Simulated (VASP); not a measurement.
The system is Li2S.

```
Li S
1.0
     0.00000    2.84529    2.84529
     2.84529    0.00000    2.84529
     2.84529    2.84529    0.00000
Li S
2 1
Direct
  0.25000 0.25000 0.25000
  0.75000 0.75000 0.75000
  0.00000 0.00000 0.00000
```

Base run:

| Property | Result |
| --- | --- |
| Program | VASP 6.6.1 |
| Functional | r2SCAN |
| Potentials or basis | VASP PAW PBE potentials, release 64 (Li_sv, S) |
| Cutoff | 830 eV |
| k mesh | 6 × 6 × 6 |
| Occupations | gaussian, width 0.01 eV |
| Spin | no spin polarisation |

Its results: band gap on the k mesh 3.86 eV (least direct gap 5.05 eV); pressure -0.2 GPa.

Task: The run is repeated on the same cell with these changes: functional from r2SCAN to PBE; cutoff from 830 eV to 750 eV. What comes out?

Result: Band gap on the k mesh 3.39 eV (least direct gap 4.29 eV); pressure 0.2 GPa.

Caveats: the PAW data sets were made with another functional, which shifts forces and pressure a little (at least some runs).

A k mesh can miss the band edges.
